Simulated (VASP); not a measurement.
# Nb2W (P4_2/mnm) in VASP: relaxation of cell and atoms with PBE

Aim: the relaxation of cell and atoms of Nb2W with PBE.

Program: VASP 6.6.1. These are calculated values, not measurements. Logs are shortened: lines on timing, memory, paths and dates and some standing lists are left out, and cuts for length are marked.

## (1) The cell of the first run

Symmetry: P4_2/mnm, No. 136, tetragonal system. The conventional cell has a = 6.665 Å, b = 6.665 Å, c = 2.959 Å, α = 90.00°, β = 90.00°, γ = 90.00°. Nb (site symmetry m2m) has 3 W at 2.54 to 2.63 Å and 2 Nb at 2.96 Å within 3.3 Å. W (site symmetry mmm) has 6 Nb at 2.54 to 2.63 Å and 2 W at 2.96 Å within 3.3 Å.

The cell was generated, and may not be a known phase.

## (2) Relaxation of cell and atoms, PBE

Input file INCAR:

```
SYSTEM = Nb2W
PREC     = Accurate       ! precision mode
ENCUT    = 600            ! plane-wave cutoff, eV
EDIFF    = 1E-6           ! SCF threshold, eV
ISMEAR   = 0              ! smearing method
SIGMA    = 0.1            ! smearing width, eV
LREAL    = .False.        ! projectors in reciprocal space
LASPH    = .True.         ! aspherical terms in the spheres
NELM     = 60             ! most SCF steps
ALGO     = Fast           ! electronic algorithm
ISIF     = 3              ! what is computed and relaxed
LWAVE    = .False.        ! write WAVECAR
LCHARG   = .False.        ! write CHGCAR
GGA      = PE             ! functional
IBRION   = 2              ! ionic algorithm
NSW      = 100            ! ionic steps
EDIFFG   = -0.01          ! ionic threshold
```

Input file KPOINTS:

```
Automatic mesh
0
Gamma
  6 6 12
  0 0 0
```

Input file POSCAR:

```
Nb2W
1.0
    6.6648670017      0.0000000000      0.0000000000
    0.0000000000      6.6648670017      0.0000000000
    0.0000000000      0.0000000000      2.9587488320
Nb W
4 2
Direct
    0.2308600485      0.2308600485      0.0000000000
    0.7691399515      0.7691399515      0.0000000000
    0.7308600485      0.2691399515      0.5000000000
    0.2691399515      0.7308600485      0.5000000000
    0.5000000000      0.5000000000      0.0000000000
    0.0000000000      0.0000000000      0.5000000000
```

Potentials or basis: VASP PAW PBE potentials, release 64 (Nb_sv, W_sv).

Started as:

```bash
$ cat potpaw_PBE.64/Nb_sv/POTCAR potpaw_PBE.64/W_sv/POTCAR > POTCAR
$ mpirun -np 1 vasp_std > vasp.out
```

OUTCAR:

```text
SYSTEM = Nb2W
   PREC = Accurate
   ENCUT = 600
   EDIFF = 1E-6
   ISMEAR = 0
   LREAL = .False.
   LASPH = .True.
   NELM = 60
   ISIF = 3
   GGA = PE
   IBRION = 2
   NSW = 100
   EDIFFG = -0.01

 ion  position               nearest neighbor table
   1  0.231  0.231  0.000-   5 2.54   6 2.63   6 2.63
   2  0.769  0.769  0.000-   5 2.54   6 2.63   6 2.63
   3  0.731  0.269  0.500-   6 2.54   5 2.63   5 2.63
   4  0.269  0.731  0.500-   6 2.54   5 2.63   5 2.63
   5  0.500  0.500  0.000-   1 2.54   2 2.54   3 2.63   4 2.63   3 2.63   4 2.63
   6  0.000  0.000  0.500-   3 2.54   4 2.54   1 2.63   2 2.63   1 2.63   2 2.63

  LATTYP: Found a simple tetragonal cell.
 ALAT       =     6.6648670017
 C/A-ratio  =     0.4439321642

  Lattice vectors:

 A1 = (   6.6648670017,   0.0000000000,   0.0000000000)
 A2 = (   0.0000000000,   6.6648670017,   0.0000000000)
 A3 = (   0.0000000000,   0.0000000000,   2.9587488320)

Analysis of symmetry for initial positions (statically):
=====================================================================
 Subroutine PRICEL returns:
 Original cell was already a primitive cell.

 Routine SETGRP: Setting up the symmetry group for a
 simple tetragonal supercell.

 Subroutine GETGRP returns: Found 16 space group operations
 (whereof  8 operations were pure point group operations)
 out of a pool of 16 trial point group operations.

The static configuration has the point symmetry D_2h.
 The point group associated with its full space group is D_4h.

Analysis of symmetry for dynamics (positions and initial velocities):
=====================================================================
 Subroutine PRICEL returns:
 Original cell was already a primitive cell.

 Routine SETGRP: Setting up the symmetry group for a
 simple tetragonal supercell.

 Subroutine GETGRP returns: Found 16 space group operations
 (whereof  8 operations were pure point group operations)
 out of a pool of 16 trial point group operations.

The dynamic configuration has the point symmetry D_2h.
 The point group associated with its full space group is D_4h.

 Subroutine INISYM returns: Found 16 space group operations
 (whereof  8 operations are pure point group operations),
 and found     1 'primitive' translations

----------------------------------------------------------------------------------------

                                     Primitive cell

  volume of cell :     131.4290

  direct lattice vectors                    reciprocal lattice vectors
     6.664867002  0.000000000  0.000000000     0.150040503  0.000000000  0.000000000
     0.000000000  6.664867002  0.000000000     0.000000000  0.150040503  0.000000000
     0.000000000  0.000000000  2.958748832     0.000000000  0.000000000  0.337980700

  length of vectors
     6.664867002  6.664867002  2.958748832     0.150040503  0.150040503  0.337980700

  position of ions in fractional coordinates (direct lattice)
     0.230860048  0.230860048  0.000000000
     0.769139952  0.769139952  0.000000000
     0.730860048  0.269139952  0.500000000
     0.269139952  0.730860048  0.500000000
     0.500000000  0.500000000  0.000000000
     0.000000000  0.000000000  0.500000000

  ion indices of the primitive-cell ions
   primitive index   ion index
                 1           1
                 2           2
                 3           3
                 4           4
                 5           5
                 6           6

----------------------------------------------------------------------------------------

 KPOINTS: Automatic mesh

Automatic generation of k-mesh.
 Grid dimensions read from file:
 generate k-points for:    6    6   12

 Generating k-lattice:

  Cartesian coordinates                     Fractional coordinates (reciprocal lattice)
     0.025006751  0.000000000  0.000000000     0.166666667  0.000000000  0.000000000
     0.000000000  0.025006751  0.000000000     0.000000000  0.166666667  0.000000000
     0.000000000  0.000000000  0.028165058     0.000000000  0.000000000  0.083333333

  Length of vectors
     0.025006751  0.025006751  0.028165058

  Shift w.r.t. Gamma in fractional coordinates (k-lattice)
     0.000000000  0.000000000  0.000000000

 Subroutine IBZKPT returns following result:
 ===========================================

 Found     70 irreducible k-points:

 Following reciprocal coordinates:
            Coordinates               Weight
  0.000000  0.000000  0.000000      1.000000
  0.166667  0.000000  0.000000      4.000000
  0.333333  0.000000  0.000000      4.000000
  0.500000  0.000000  0.000000      2.000000
  0.166667  0.166667  0.000000      4.000000
  0.333333  0.166667  0.000000      8.000000
[... 16 lines left out ...]
  0.333333  0.000000  0.166667      8.000000
  0.500000  0.000000  0.166667      4.000000
 [... further k-points ...]
   k-points           NKPTS =     70   k-points in BZ     NKDIM =     70   number of bands    NBANDS=     48
   number of dos      NEDOS =    301   number of ions     NIONS =      6
   total plane-waves  NPLWV =  69984
   dimension x,y,z NGX =    54 NGY =   54 NGZ =   24
   dimension x,y,z NGXF=   108 NGYF=  108 NGZF=   48
   ions per type =               4   2
   NGX,Y,Z   is equivalent  to a cutoff of  13.47, 13.47, 13.49 a.u.
   NGXF,Y,Z  is equivalent  to a cutoff of  26.94, 26.94, 26.97 a.u.
 SYSTEM =  Nb2W
   PREC   = accura    normal or accurate (medium, high low for compatibility)
   ISTART =      0    job   : 0-new  1-cont  2-samecut
   ICHARG =      2    charge: 1-file 2-atom 10-const
   ISPIN  =      1    spin polarized calculation?
   LNONCOLLINEAR =      F non collinear calculations
   LSORBIT =      F    spin-orbit coupling
   LASPH  =      T    aspherical Exc in radial PAW
   ENCUT  =  600.0 eV  44.10 Ry    6.64 a.u.  13.31 13.31  5.91*2*pi/ulx,y,z
   NELM   =     60;   NELMIN=  2; NELMDL= -5     # of ELM steps
   EDIFF  = 0.1E-05   stopping-criterion for ELM
   LREAL  =      F    real-space projection
   EDIFFG = -.1E-01   stopping-criterion for IOM
   NSW    =    100    number of steps for IOM
   IBRION =      2    ionic relax: 0-MD 1-quasi-New 2-CG
   NFREE  =      1    steps in history (QN), initial steepest desc. (CG)
   ISIF   =      3    stress and relaxation
   ISYM   =      2    0-nonsym 1-usesym 2-fastsym
   POTIM  = 0.5000    time-step for ionic-motion
   TEBEG  =    0.0;   TEEND  =   0.0 temperature during run
   PSTRESS=    0.0 pullay stress
   NELECT =      80.0000    total number of electrons
   NUPDOWN=      -1.0000    fix difference up-down
   EMIN   =  10.00;   EMAX   =-10.00  energy-range for DOS
   EFERMI =   0.00;   METHOD = LEGACY
   ISMEAR =     0;   SIGMA  =   0.10  broadening in eV -4-tet -1-fermi 0-gaus
   EFERMI_NEDOS =   21; number of points for ismear=-14 and -15
   IALGO  =     68    algorithm
   IMIX   =      4    mixing-type and parameters
     AMIX     =   0.40;   BMIX     =  1.00
     AMIX_MAG =   1.60;   BMIX_MAG =  1.00
  volume/ion in A,a.u.               =      21.90       147.82
  Fermi-wavevector in a.u.,A,eV,Ry     =   1.387420  2.621843 26.190303  1.924933
  Thomas-Fermi vector in A             =   2.511642
   LORBIT       =      0    0 simple, 1 ext, 2 COOP (PROOUT), +10 PAW based schemes
   GGA     = PE    functional components
   LHFCALC =     F    Hartree Fock is set to
   AEXX    =    0.0000 exact exchange contribution
   IVDW    =     0    specifies the selected vdW correction
   LEPSILON=     F    determine dielectric tensor
   LRPA    =     F    only Hartree local field effects (RPA)
 conjugate gradient relaxation of ions
 non-spin polarized calculation
 RMM-DIIS sequential band-by-band and
 Gauss-broadening in eV      SIGMA  =   0.10
  energy-cutoff  :      600.00
  volume of cell :      131.43
 maximum number of plane-waves:      4420
 NGX is ok and might be reduce to    54
   NGX = 27   NGY = 27   NGZ = 11

--------------------------------------- Ionic step        1  -------------------------------------------

 number of electron      80.0000014 magnetization

 Free energy of the ion-electron system (eV)
  ---------------------------------------------------
  ext. energy  EPLUGINS =         0.00000000
  ---------------------------------------------------
  free energy    TOTEN  =       -59.97772173 eV

  energy without entropy =      -59.94631953  energy(sigma->0) =      -59.96202063

------------------------ aborting loop because EDIFF is reached ----------------------------------------

  FORCE on cell =-STRESS in cart. coord.  units (eV):
  Direction    XX          YY          ZZ          XY          YZ          ZX
  --------------------------------------------------------------------------------------
  -------------------------------------------------------------------------------------
  Total        0.1981254      0.1981254      0.8451927     -0.0000000      0.0000000      0.0000000
  in kB        2.4152361      2.4152361     10.3032744     -0.0000000      0.0000000      0.0000000
  external PRESSURE =       5.0445822 kB  Pullay stress =       0.0000000 kB
[... 225 lines left out ...]
  energy  without entropy=      -59.9474047020  energy(sigma->0) =      -59.96326855

--------------------------------------- Ionic step        7  -------------------------------------------

 number of electron      80.0000013 magnetization

 Free energy of the ion-electron system (eV)
  ---------------------------------------------------
  ext. energy  EPLUGINS =         0.00000000
  ---------------------------------------------------
  free energy    TOTEN  =       -59.97945442 eV

  energy without entropy =      -59.94738848  energy(sigma->0) =      -59.96342145

 E-fermi :   8.2359     XC(G=0): -11.3238

 val. band max:        8.2321162071   @ k =   0.3333   0.3333   0.3333
 cond. band min:       8.2407376519   @ k =   0.5000   0.0000   0.3333
 fundamental gap:      0.0086214447
 Fermi energy:         8.2358729100

 k-point     1 :       0.0000    0.0000    0.0000
  band No.  band energies     occupation
      1     -65.0618      2.00000
      2     -65.0616      2.00000
      3     -46.7723      2.00000
      4     -46.7708      2.00000
      5     -46.7708      2.00000
      6     -46.7582      2.00000
[... 1213 lines left out ...]
     47      10.2453      0.00000
     48      10.2457      0.00000

 [... further k-points ...]
[... 5 lines left out ...]
  --------------------------------------------------------------------------------------
  -------------------------------------------------------------------------------------
  Total        0.0370949      0.0370949     -0.0456216      0.0000000      0.0000000      0.0000000
  in kB        0.4506758      0.4506758     -0.5542688      0.0000000      0.0000000      0.0000000
  external PRESSURE =       0.1156943 kB  Pullay stress =       0.0000000 kB
[... 21 lines left out ...]
  FREE ENERGIE OF THE ION-ELECTRON SYSTEM (eV)
  ---------------------------------------------------
  free  energy   TOTEN  =       -59.9794544209 eV

  energy  without entropy=      -59.9473884820  energy(sigma->0) =      -59.96342145

 reached required accuracy - stopping structural energy minimisation
```

Run time: 55 min. Hardware: 1 thread of Oxide Virtual Turin-like, shared host; peak memory 0.53 GiB.

What came out:

```yaml
Free_energy: -59.9795 eV
Relaxed_volume: 21.98 Å³/atom
Relaxed_cell: a = 6.660 Å, b = 6.660 Å, c = 2.973 Å, α = 90.00°, β = 90.00°, γ = 90.00°
Space_group_after_relaxing_to_0.1_Å: P4_2/mnm (No. 136)
Energy_gained_by_relaxing: 0.3 meV/atom
Ionic_steps: 7
Pressure_after_relaxing: 0.0 GPa
Largest_force_after_relaxing: 0.005 eV/Å
Band_gap_on_the_k_mesh: zero (bands 40 and 41 overlap by 0.97 eV)
```

Forces in eV/Å, atoms in the order of the input:
```
Nb  -0.003 -0.003  0.000
Nb   0.003  0.003  0.000
Nb  -0.003  0.003  0.000
Nb   0.003 -0.003  0.000
W    0.000  0.000  0.000
W    0.000  0.000  0.000
```

The path:
```csv
step,energy change (eV),largest force (eV/Å),pressure (GPa),volume (Å³)
1,0.0000,0.0022,0.50,131.43
2,0.0008,0.0280,-0.92,132.74
3,-0.0014,0.0112,-0.08,132.02
4,-0.0014,0.0123,-0.18,132.06
5,-0.0014,0.0120,-0.17,132.04
6,-0.0014,0.0115,-0.15,132.03
7,-0.0017,0.0047,0.01,131.87
```

Final structure:
```xyz
6
Lattice="6.6605 0.0000 0.0000 0.0000 6.6605 0.0000 0.0000 0.0000 2.9727" Properties=species:S:1:pos:R:3 pbc="T T T"
Nb    1.5373    1.5373    2.9727
Nb    5.1231    5.1231    0.0000
Nb    4.8676    1.7929    1.4863
Nb    1.7929    4.8676    1.4863
W     3.3302    3.3302    0.0000
W     6.6605    0.0000    1.4863
```

Caveat: spin-orbit coupling is left out, which moves the levels of the heavy elements.
